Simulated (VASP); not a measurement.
# Cd9S8 (a cell with a defect) in VASP: notebook

Cd9S8 (a cell with a defect) is run at these levels: PBEsol; tasks: single point.

All numbers are computed with VASP 6.6.1; they aren't measurements. Logs are shortened: lines on timing, memory, paths and dates and some standing lists are left out, and cuts for length are marked.

**1. The cell of the first run**

The cell holds a defect, 17 atoms: a = 8.236 Å, b = 8.236 Å, c = 8.236 Å, α = 60.00°, β = 60.00°, γ = 60.00°.

**2. Single point, PBEsol**

INCAR reads:

```
  PREC = Accurate
  ENCUT = 520
  EDIFF = 1E-6
  ISMEAR = 0
  SIGMA = 0.02
  LREAL = Auto
  LASPH = T
  NELM = 60
  ALGO = Normal
  ISIF = 2
  LWAVE = F
  LCHARG = T
  GGA = PS
  LELF = T
  LVHAR = T
  NBANDS = 92
```

KPOINTS reads:

```
Automatic mesh
0
Gamma
  2 2 2
```

POSCAR reads:

```
Cd9S8
1.0
    0.0000000000      5.8238935687     -5.8238935687
    5.8238935687      5.8238935687      0.0000000000
    5.8238935687      0.0000000000     -5.8238935687
Cd S
9 8
Direct
    0.4806633169      0.4806413385      0.0330069562
    0.4846044947     -0.0026528644     -0.0000130497
    0.9974302297      0.4844871333     -0.0000139941
    0.9840643433     -0.0160490570     -0.0207778522
    0.5315546144      0.5315304038      0.5264813760
    0.4785178450      0.0579644865      0.4720937922
    1.0579237803      0.4783120548      0.4722120120
    1.0007722379      0.0006554035      0.4875899545
    0.6747781280      0.6747544325      0.6588920204
    0.4107910750      0.4108779585      0.3823913459
    0.3704003987      0.8999445883      0.3680092149
    0.8999378059      0.3702945417      0.3680245826
    0.8850997085      0.8850488834      0.3486973922
    0.3677192886      0.3676559289      0.8904297338
    0.3535279235      0.8879393037      0.8715160983
    0.8879384451      0.3534309094      0.8715825487
    0.8591993382      0.8590873856      0.8607924305
```

Potentials or basis: VASP PAW PBE potentials, release 64 (Cd, S).

Run with:

```bash
> cat potpaw_PBE.64/Cd/POTCAR potpaw_PBE.64/S/POTCAR > POTCAR
> mpirun -np 1 vasp_std > vasp.out
```

OUTCAR:

```text
PREC = Accurate
   ENCUT = 520
   EDIFF = 1E-6
   ISMEAR = 0
   LREAL = Auto
   LASPH = T
   NELM = 60
   ISIF = 2
   GGA = PS

 ion  position               nearest neighbor table
   1  0.481  0.481  0.033-  10 2.44  14 2.48   9 2.70  16 2.75  15 2.75   6 3.55   7 3.55
   2  0.485  0.997  1.000-  15 2.48  11 2.49  14 2.49  17 2.53
   3  0.997  0.484  1.000-  16 2.48  12 2.49  14 2.49  17 2.53
   4  0.984  0.984  0.979-  17 2.48  15 2.50  16 2.50  13 2.51
   5  0.532  0.532  0.526-  14 2.52  12 2.53  11 2.53  10 2.59   9 2.82
   6  0.479  0.058  0.472-  10 2.44  11 2.50  15 2.70   9 2.73  13 2.75   7 3.46   1 3.55
   7  0.058  0.478  0.472-  10 2.44  12 2.50  16 2.70   9 2.73  13 2.75   6 3.46   1 3.55
   8  0.001  0.001  0.488-  13 2.49  11 2.49  12 2.49  17 2.52
   9  0.675  0.675  0.659-  13 2.58  15 2.64  16 2.64   1 2.70   7 2.73   6 2.73   5 2.82
  10  0.411  0.411  0.382-   7 2.44   6 2.44   1 2.44   5 2.59
  11  0.370  0.900  0.368-   2 2.49   8 2.49   6 2.50   5 2.53
  12  0.900  0.370  0.368-   3 2.49   8 2.49   7 2.50   5 2.53
  13  0.885  0.885  0.349-   8 2.49   4 2.51   9 2.58   6 2.75   7 2.75
  14  0.368  0.368  0.890-   1 2.48   3 2.49   2 2.49   5 2.52
  15  0.354  0.888  0.872-   2 2.48   4 2.50   9 2.64   6 2.70   1 2.75
  16  0.888  0.353  0.872-   3 2.48   4 2.50   9 2.64   7 2.70   1 2.75
  17  0.859  0.859  0.861-   4 2.48   8 2.52   2 2.53   3 2.53

  LATTYP: Found a face centered cubic cell.
 ALAT       =    11.6477871374

  Lattice vectors:

 A1 = (   0.0000000000,   5.8238935687,  -5.8238935687)
 A2 = (   5.8238935687,   5.8238935687,   0.0000000000)
 A3 = (   5.8238935687,   0.0000000000,  -5.8238935687)

Analysis of symmetry for initial positions (statically):
=====================================================================
 Subroutine PRICEL returns:
 Original cell was already a primitive cell.

 Routine SETGRP: Setting up the symmetry group for a
 face centered cubic supercell.

 Subroutine GETGRP returns: Found  1 space group operations
 (whereof  1 operations were pure point group operations)
 out of a pool of 48 trial point group operations.

The static configuration has the point symmetry C_1 .

Analysis of symmetry for dynamics (positions and initial velocities):
=====================================================================
 Subroutine PRICEL returns:
 Original cell was already a primitive cell.

 Routine SETGRP: Setting up the symmetry group for a
 face centered cubic supercell.

 Subroutine GETGRP returns: Found  1 space group operations
 (whereof  1 operations were pure point group operations)
 out of a pool of 48 trial point group operations.

The dynamic configuration has the point symmetry C_1 .

 Subroutine INISYM returns: Found  1 space group operations
 (whereof  1 operations are pure point group operations),
 and found     1 'primitive' translations

----------------------------------------------------------------------------------------

                                     Primitive cell

  volume of cell :     395.0666

  direct lattice vectors                    reciprocal lattice vectors
     0.000000000  5.823893569 -5.823893569    -0.085853217  0.085853217 -0.085853217
     5.823893569  5.823893569  0.000000000     0.085853217  0.085853217  0.085853217
     5.823893569  0.000000000 -5.823893569     0.085853217 -0.085853217 -0.085853217

  length of vectors
     8.236229271  8.236229271  8.236229271     0.148702134  0.148702134  0.148702134

  position of ions in fractional coordinates (direct lattice)
     0.480663317  0.480641338  0.033006956
     0.484604495  0.997347136  0.999986950
     0.997430230  0.484487133  0.999986006
     0.984064343  0.983950943  0.979222148
     0.531554614  0.531530404  0.526481376
     0.478517845  0.057964486  0.472093792
[... 9 lines left out ...]
     0.887938445  0.353430909  0.871582549
     0.859199338  0.859087386  0.860792430

  ion indices of the primitive-cell ions
   primitive index   ion index
                 1           1
                 2           2
                 3           3
                 4           4
                 5           5
                 6           6
[... 9 lines left out ...]
                16          16
                17          17

----------------------------------------------------------------------------------------

 KPOINTS: Automatic mesh

Automatic generation of k-mesh.
 Grid dimensions read from file:
 generate k-points for:    2    2    2

 Generating k-lattice:

  Cartesian coordinates                     Fractional coordinates (reciprocal lattice)
    -0.042926609  0.042926609 -0.042926609     0.500000000  0.000000000  0.000000000
     0.042926609  0.042926609  0.042926609     0.000000000  0.500000000  0.000000000
     0.042926609 -0.042926609 -0.042926609     0.000000000  0.000000000  0.500000000

  Length of vectors
     0.074351067  0.074351067  0.074351067

  Shift w.r.t. Gamma in fractional coordinates (k-lattice)
     0.000000000  0.000000000  0.000000000

 Subroutine IBZKPT returns following result:
 ===========================================

 Found      8 irreducible k-points:

 Following reciprocal coordinates:
            Coordinates               Weight
  0.000000  0.000000  0.000000      1.000000
  0.500000  0.000000  0.000000      1.000000
  0.000000  0.500000  0.000000      1.000000
  0.000000  0.000000  0.500000      1.000000
  0.500000  0.500000  0.500000      1.000000
  0.500000  0.500000  0.000000      1.000000
  0.000000  0.500000  0.500000      1.000000
  0.500000  0.000000  0.500000      1.000000
   k-points           NKPTS =      8   k-points in BZ     NKDIM =      8   number of bands    NBANDS=     92
   number of dos      NEDOS =    301   number of ions     NIONS =     17
   total plane-waves  NPLWV = 262144
   dimension x,y,z NGX =    64 NGY =   64 NGZ =   64
   dimension x,y,z NGXF=   128 NGYF=  128 NGZF=  128
   ions per type =               9   8
   NGX,Y,Z   is equivalent  to a cutoff of  12.92, 12.92, 12.92 a.u.
   NGXF,Y,Z  is equivalent  to a cutoff of  25.84, 25.84, 25.84 a.u.
 SYSTEM =  unknown system
   PREC   = accura    normal or accurate (medium, high low for compatibility)
   ISTART =      0    job   : 0-new  1-cont  2-samecut
   ICHARG =      2    charge: 1-file 2-atom 10-const
   ISPIN  =      1    spin polarized calculation?
   LNONCOLLINEAR =      F non collinear calculations
   LSORBIT =      F    spin-orbit coupling
   LASPH  =      T    aspherical Exc in radial PAW
   ENCUT  =  520.0 eV  38.22 Ry    6.18 a.u.  15.31 15.31 15.31*2*pi/ulx,y,z
   NELM   =     60;   NELMIN=  2; NELMDL= -5     # of ELM steps
   EDIFF  = 0.1E-05   stopping-criterion for ELM
   LREAL  =      T    real-space projection
   EDIFFG = 0.1E-04   stopping-criterion for IOM
   NSW    =      0    number of steps for IOM
   IBRION =     -1    ionic relax: 0-MD 1-quasi-New 2-CG
   NFREE  =      0    steps in history (QN), initial steepest desc. (CG)
   ISIF   =      2    stress and relaxation
   ISYM   =      2    0-nonsym 1-usesym 2-fastsym
   POTIM  = 0.5000    time-step for ionic-motion
   TEBEG  =    0.0;   TEEND  =   0.0 temperature during run
   PSTRESS=    0.0 pullay stress
   NELECT =     156.0000    total number of electrons
   NUPDOWN=      -1.0000    fix difference up-down
   EMIN   =  10.00;   EMAX   =-10.00  energy-range for DOS
   EFERMI =   0.00;   METHOD = LEGACY
   ISMEAR =     0;   SIGMA  =   0.02  broadening in eV -4-tet -1-fermi 0-gaus
   EFERMI_NEDOS =   21; number of points for ismear=-14 and -15
   IALGO  =     38    algorithm
   IMIX   =      4    mixing-type and parameters
     AMIX     =   0.40;   BMIX     =  1.00
     AMIX_MAG =   1.60;   BMIX_MAG =  1.00
  volume/ion in A,a.u.               =      23.24       156.83
  Fermi-wavevector in a.u.,A,eV,Ry     =   1.201046  2.269648 19.626557  1.442511
  Thomas-Fermi vector in A             =   2.336865
   LORBIT       =      0    0 simple, 1 ext, 2 COOP (PROOUT), +10 PAW based schemes
   GGA     = PS    functional components
   LHFCALC =     F    Hartree Fock is set to
   AEXX    =    0.0000 exact exchange contribution
   IVDW    =     0    specifies the selected vdW correction
   LEPSILON=     F    determine dielectric tensor
   LRPA    =     F    only Hartree local field effects (RPA)
 non-spin polarized calculation
 Gauss-broadening in eV      SIGMA  =   0.02
  energy-cutoff  :      520.00
  volume of cell :      395.07
 maximum number of plane-waves:     10777
 NGX is ok and might be reduce to    64
   NGX = 31   NGY = 31   NGZ = 31

 number of electron     156.0000000 magnetization

 Free energy of the ion-electron system (eV)
  ---------------------------------------------------
  ext. energy  EPLUGINS =         0.00000000
  ---------------------------------------------------
  free energy    TOTEN  =       -52.33949971 eV

  energy without entropy =      -52.33779539  energy(sigma->0) =      -52.33864755

 E-fermi :   3.7401     XC(G=0):  -9.7744

 val. band max:        3.7245498577   @ k =   0.5000   0.5000   0.0000
 cond. band min:       3.7610319706   @ k =   0.0000   0.5000   0.5000
 fundamental gap:      0.0364821128
 Fermi energy:         3.7400688003

 k-point     1 :       0.0000    0.0000    0.0000
  band No.  band energies     occupation
      1     -11.0658      2.00000
      2     -10.6653      2.00000
      3     -10.4150      2.00000
      4     -10.3986      2.00000
      5     -10.3878      2.00000
      6     -10.2897      2.00000
[... 82 lines left out ...]
     89       7.4538      0.00000
     90       7.5997      0.00000

 k-point     2 :       0.5000    0.0000    0.0000
  band No.  band energies     occupation
      1     -10.9533      2.00000
      2     -10.6563      2.00000
      3     -10.5074      2.00000
      4     -10.3670      2.00000
      5     -10.3461      2.00000
      6     -10.3185      2.00000
[... 547 lines left out ...]
     89       6.7661      0.00000
     90       6.8611      0.00000

 k-point     8 :       0.5000    0.0000    0.5000
  band No.  band energies     occupation
      1     -10.9214      2.00000
      2     -10.5870      2.00000
      3     -10.4952      2.00000
      4     -10.4312      2.00000
      5     -10.4111      2.00000
      6     -10.3924      2.00000
[... 82 lines left out ...]
     89       6.7667      0.00000
     90       6.8613      0.00000
 [bands above 90 left out]

------------------------ aborting loop because EDIFF is reached ----------------------------------------

  FORCE on cell =-STRESS in cart. coord.  units (eV):
  Direction    XX          YY          ZZ          XY          YZ          ZX
  --------------------------------------------------------------------------------------
  -------------------------------------------------------------------------------------
  Total       10.9566926     11.3515422     10.9567010     -0.9559964      0.9564937      1.1931461
  in kB       44.4344466     46.0357440     44.4344806     -3.8770068      3.8790237      4.8387583
  external PRESSURE =      44.9682237 kB  Pullay stress =       0.0000000 kB

 VOLUME and BASIS-vectors are now :
 -----------------------------------------------------------------------------
  energy-cutoff  :      520.00
  volume of cell :      395.07
      direct lattice vectors                 reciprocal lattice vectors
     0.000000000  5.823893569 -5.823893569    -0.085853217  0.085853217 -0.085853217
     5.823893569  5.823893569  0.000000000     0.085853217  0.085853217  0.085853217
     5.823893569  0.000000000 -5.823893569     0.085853217 -0.085853217 -0.085853217

 POSITION                                       TOTAL-FORCE (eV/Angst)
 -----------------------------------------------------------------------------------
      2.99143      5.59854     -2.99156         0.017302     -0.025290     -0.017182
     11.63226      8.63073     -8.64610        -0.001192      0.000588      0.002020
      8.64541      8.63053    -11.63274        -0.002088      0.000443      0.001060
     11.43331     11.46151    -11.43397        -0.011294     -0.015271      0.011518
      6.16175      6.19129     -6.16189         0.004431      0.008986     -0.004096
      3.08700      3.12442     -5.53626         0.004175      0.009602      0.008479
[... 9 lines left out ...]
      7.13435      7.22960    -10.24726        -0.010233     -0.009573     -0.007548
     10.01640     10.00712    -10.01705        -0.012486     -0.005918      0.012768
 -----------------------------------------------------------------------------------
    total drift:                               -0.002218     -0.002054      0.002283

  FREE ENERGIE OF THE ION-ELECTRON SYSTEM (eV)
  ---------------------------------------------------
  free  energy   TOTEN  =       -52.3394997053 eV

  energy  without entropy=      -52.3377953925  energy(sigma->0) =      -52.33864755
```

Wall time 7.4 min (1 thread of AMD EPYC 9R14 (Zen 4), shared host); peak memory 0.61 GiB.

What came out:

| Property | Result |
| --- | --- |
| Free energy | -52.3395 eV |
| Pressure | 4.5 GPa |
| Largest force | 0.059 eV/Å |
| Band gap on the k mesh | zero (band 78 reaches 3.76 eV, above the bottom of band 79 at 3.46 eV) |

Forces in eV/Å, atoms in the order of the input:
```
Cd   0.017 -0.025 -0.017
Cd  -0.001  0.001  0.002
Cd  -0.002  0.000  0.001
Cd  -0.011 -0.015  0.012
Cd   0.004  0.009 -0.004
Cd   0.004  0.010  0.008
Cd  -0.008  0.010 -0.004
Cd  -0.005  0.005  0.005
Cd   0.004  0.012 -0.004
S    0.036  0.029 -0.036
S   -0.001 -0.006  0.007
S   -0.008 -0.005  0.002
S   -0.007  0.004  0.007
S   -0.006 -0.004  0.006
S    0.007 -0.009  0.010
S   -0.010 -0.010 -0.008
S   -0.012 -0.006  0.013
```

Caveat: the k points lie up to 0.47 Å⁻¹ apart; the PAW data sets were made with another functional, which shifts forces and pressure a little.

(Continued in part 2 of 2.)
